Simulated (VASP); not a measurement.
# GaAs (F-43m) in VASP: a series of runs, part 2 of 2

VASP 6.6.1.

### 4 Relaxation of cell and atoms, LDA

INCAR

```
SYSTEM = GaAs
  PREC = Accurate
  ENCUT = 600
  EDIFF = 1E-6
  ISMEAR = 0
  SIGMA = 0.02
  LREAL = .False.
  LASPH = .True.
  NELM = 60
  ALGO = Normal
  ISIF = 3
  LWAVE = .False.
  LCHARG = .False.
  GGA = CA
  IBRION = 2
  NSW = 100
  EDIFFG = -0.002
```

KPOINTS

```
regular mesh
0
Gamma
  10 10 10
  0 0 0
```

POSCAR

```
GaAs
1.0
    0.0000000000      2.8015378761      2.8015378761
    2.8015378761      0.0000000000      2.8015378761
    2.8015378761      2.8015378761      0.0000000000
Ga As
1 1
Direct
    0.0000000000      0.0000000000      0.0000000000
    0.7500000000      0.7500000000      0.7500000000
```

Potentials or basis: VASP PAW LDA potentials, release 64 (Ga_d, As).

Command:

```console
cat potpaw_LDA.64/Ga_d/POTCAR potpaw_LDA.64/As/POTCAR > POTCAR
mpirun -np 1 vasp_std > vasp.out
```

OUTCAR:

```text
SYSTEM = GaAs
   PREC = Accurate
   ENCUT = 600
   EDIFF = 1E-6
   ISMEAR = 0
   LREAL = .False.
   LASPH = .True.
   NELM = 60
   ISIF = 3
   GGA = CA
   IBRION = 2
   NSW = 100
   EDIFFG = -0.002

 ion  position               nearest neighbor table
   1  0.000  0.000  0.000-   2 2.43   2 2.43   2 2.43   2 2.43
   2  0.750  0.750  0.750-   1 2.43   1 2.43   1 2.43   1 2.43

  LATTYP: Found a face centered cubic cell.
 ALAT       =     5.6030757522

  Lattice vectors:

 A1 = (   0.0000000000,   2.8015378761,   2.8015378761)
 A2 = (   2.8015378761,   0.0000000000,   2.8015378761)
 A3 = (   2.8015378761,   2.8015378761,   0.0000000000)

Analysis of symmetry for initial positions (statically):
=====================================================================
 Subroutine PRICEL returns:
 Original cell was already a primitive cell.

 Routine SETGRP: Setting up the symmetry group for a
 face centered cubic supercell.

 Subroutine GETGRP returns: Found 24 space group operations
 (whereof 24 operations were pure point group operations)
 out of a pool of 48 trial point group operations.

The static configuration has the point symmetry T_d .

Analysis of symmetry for dynamics (positions and initial velocities):
=====================================================================
 Subroutine PRICEL returns:
 Original cell was already a primitive cell.

 Routine SETGRP: Setting up the symmetry group for a
 face centered cubic supercell.

 Subroutine GETGRP returns: Found 24 space group operations
 (whereof 24 operations were pure point group operations)
 out of a pool of 48 trial point group operations.

The dynamic configuration has the point symmetry T_d .

 Subroutine INISYM returns: Found 24 space group operations
 (whereof 24 operations are pure point group operations),
 and found     1 'primitive' translations

----------------------------------------------------------------------------------------

                                     Primitive cell

  volume of cell :      43.9764

  direct lattice vectors                    reciprocal lattice vectors
     0.000000000  2.801537876  2.801537876    -0.178473404  0.178473404  0.178473404
[... 101 lines left out ...]
   ISMEAR =     0;   SIGMA  =   0.02  broadening in eV -4-tet -1-fermi 0-gaus
   EFERMI_NEDOS =   21; number of points for ismear=-14 and -15
   IALGO  =     38    algorithm
   IMIX   =      4    mixing-type and parameters
     AMIX     =   0.40;   BMIX     =  1.00
     AMIX_MAG =   1.60;   BMIX_MAG =  1.00
  volume/ion in A,a.u.               =      21.99       148.38
  Fermi-wavevector in a.u.,A,eV,Ry     =   1.215512  2.296984 20.102184  1.477469
  Thomas-Fermi vector in A             =   2.350896
   LORBIT       =      0    0 simple, 1 ext, 2 COOP (PROOUT), +10 PAW based schemes
   GGA     = CA    functional components
   LHFCALC =     F    Hartree Fock is set to
   AEXX    =    0.0000 exact exchange contribution
   IVDW    =     0    specifies the selected vdW correction
   LEPSILON=     F    determine dielectric tensor
   LRPA    =     F    only Hartree local field effects (RPA)
 conjugate gradient relaxation of ions
 non-spin polarized calculation
 Gauss-broadening in eV      SIGMA  =   0.02
  energy-cutoff  :      600.00
  volume of cell :       43.98
 maximum number of plane-waves:      1479
   NGX = 15   NGY = 15   NGZ = 15

--------------------------------------- Ionic step        1  -------------------------------------------

 number of electron      18.0000004 magnetization

 Free energy of the ion-electron system (eV)
  ---------------------------------------------------
  ext. energy  EPLUGINS =         0.00000000
  ---------------------------------------------------
  free energy    TOTEN  =        -9.64088793 eV

  energy without entropy =       -9.64088793  energy(sigma->0) =       -9.64088793

 E-fermi :   4.1576     XC(G=0): -10.0319

 val. band max:        4.0616348388   @ k =   0.0000   0.0000   0.0000
 cond. band min:       4.5979673130   @ k =   0.0000   0.0000   0.0000
 fundamental gap:      0.5363324742
 Fermi energy:         4.1576007753

 k-point     1 :       0.0000    0.0000    0.0000
  band No.  band energies     occupation
      1     -10.9180      2.00000
      2     -10.9180      2.00000
      3     -10.9180      2.00000
      4     -10.8332      2.00000
      5     -10.8332      2.00000
      6      -8.8994      2.00000
      7       4.0616      2.00000
      8       4.0616      2.00000
      9       4.0616      2.00000
     10       4.5980      0.00000
     11       7.7421      0.00000
     12       7.7421      0.00000
     13       7.7421      0.00000
[... 439 lines left out ...]
--------------------------------------- Ionic step        3  -------------------------------------------

 number of electron      18.0000006 magnetization

 Free energy of the ion-electron system (eV)
  ---------------------------------------------------
  ext. energy  EPLUGINS =         0.00000000
  ---------------------------------------------------
  free energy    TOTEN  =        -9.64105499 eV

  energy without entropy =       -9.64105499  energy(sigma->0) =       -9.64105499

 E-fermi :   4.1026     XC(G=0): -10.0140

 val. band max:        4.0221786119   @ k =   0.0000   0.0000   0.0000
 cond. band min:       4.5278473229   @ k =   0.0000   0.0000   0.0000
 fundamental gap:      0.5056687109
 Fermi energy:         4.1025798922

 k-point     1 :       0.0000    0.0000    0.0000
  band No.  band energies     occupation
      1     -10.9494      2.00000
      2     -10.9494      2.00000
      3     -10.9494      2.00000
      4     -10.8656      2.00000
      5     -10.8656      2.00000
      6      -8.9090      2.00000
      7       4.0222      2.00000
      8       4.0222      2.00000
      9       4.0222      2.00000
     10       4.5278      0.00000
     11       7.7017      0.00000
     12       7.7017      0.00000
     13       7.7017      0.00000
[... 397 lines left out ...]
  FREE ENERGIE OF THE ION-ELECTRON SYSTEM (eV)
  ---------------------------------------------------
  free  energy   TOTEN  =        -9.6410549929 eV

  energy  without entropy=       -9.6410549929  energy(sigma->0) =       -9.64105499

 reached required accuracy - stopping structural energy minimisation
```

OSZICAR:

```text
N       E                     dE             d eps       ncg     rms          rms(c)
DAV:   1     0.867321027161E+02    0.86732E+02   -0.98820E+03  1230   0.213E+03
DAV:   2    -0.286790518077E+01   -0.89600E+02   -0.86744E+02  1328   0.357E+02
DAV:   3    -0.974965383840E+01   -0.68817E+01   -0.68413E+01  1537   0.796E+01
[... 20 lines left out ...]
DAV:   2    -0.964116623037E+01    0.40078E-03   -0.74395E-04  1522   0.673E-01    0.587E-02
DAV:   3    -0.964106598625E+01    0.10024E-03   -0.11836E-04  1612   0.227E-01    0.133E-02
DAV:   4    -0.964105644990E+01    0.95364E-05   -0.10741E-05  1430   0.508E-02    0.452E-03
DAV:   5    -0.964105501983E+01    0.14301E-05   -0.68004E-07   611   0.133E-02    0.981E-04
DAV:   6    -0.964105499288E+01    0.26957E-07   -0.14206E-07   611   0.549E-03
   3 F= -.96410550E+01 E0= -.96410550E+01  d E =-.167068E-03
```

CONTCAR:

```text
GaAs
   1.00000000000000
     0.0000000000000000    2.8053005228763830    2.8053005228763830
     2.8053005228763830   -0.0000000000000000    2.8053005228763830
     2.8053005228763830    2.8053005228763830    0.0000000000000000
  Ga              As
     1     1
Direct
     0.0000000000000000    0.0000000000000000    0.0000000000000000
     0.7500000000000000    0.7500000000000000    0.7500000000000000

  0.00000000E+00  0.00000000E+00  0.00000000E+00
  0.00000000E+00  0.00000000E+00  0.00000000E+00
```

Wall time 99 s (1 thread of AMD EPYC 7R13, shared host); peak memory 0.16 GiB.

Results:

- Free energy: -9.6411 eV
- Relaxed volume: 22.08 Å³/atom
- Relaxed cell: a = 3.967 Å, b = 3.967 Å, c = 3.967 Å, α = 60.00°, β = 60.00°, γ = 60.00°
- Space group after relaxing (to 0.1 Å): F-43m (No. 216)
- Energy gained by relaxing: 0.1 meV/atom
- Ionic steps: 3
- Pressure after relaxing: 0.0 GPa
- Band gap on the k mesh: 0.51 eV

Step by step:
```csv
step,energy change (eV),largest force (eV/Å),pressure (GPa),volume (Å³)
1,0.0000,0.0000,0.29,43.98
2,-0.0001,0.0000,-0.20,44.23
3,-0.0002,0.0000,0.01,44.15
```

Final structure:
```yaml
crystal:
  lattice:
    - [0.00000, 2.80530, 2.80530]
    - [2.80530, 0.00000, 2.80530]
    - [2.80530, 2.80530, 0.00000]
  atoms:
    - { symbol: Ga, position: [0.00000, 0.00000, 0.00000] }
    - { symbol: As, position: [0.75000, 0.75000, 0.75000] }
```

Levels at points of the mesh, in eV from the valence-band top:
| k point | band 7 | band 8 | band 9 | band 10 | band 11 | band 12 |
| --- | --- | --- | --- | --- | --- | --- |
| (0.00, 0.00, 0.00) | 0.00 | 0.00 | 0.00 | 0.51 | 3.68 | 3.68 |
| (0.50, 0.00, 0.00) | -6.82 | -1.18 | -1.18 | 0.93 | 4.59 | 4.59 |
| (0.50, 0.50, 0.00) | -6.98 | -2.77 | -2.77 | 1.30 | 1.54 | 10.23 |

Caveat: semilocal functionals underestimate gaps, and a narrow one can read as zero. A k mesh can miss the band edges.

### 5 Overview

```csv
task,cell,cutoff (eV),smearing,gap on the mesh (eV),pressure (GPa)
single point,"a = 3.962 Å, angles 60.0°, 2 atoms",520,gaussian 0.1 eV,0.54,0.3
single point,"a = 3.962 Å, angles 60.0°, 2 atoms",520,gaussian 0.02 eV,0.54,0.3
relaxation of cell and atoms,"relaxed from a = 3.962 Å, angles 60.0°, 2 atoms",600,gaussian 0.02 eV,0.51,0.0
```

Alike in all rows: level LDA; potentials or basis VASP PAW LDA potentials, release 64 (Ga_d, As); no spin polarisation; k mesh 10 × 10 × 10.

Caveats: semilocal functionals underestimate gaps, and a narrow one can read as zero.

Total energies depend on the potentials used, so only differences within one code and one set of settings carry meaning.
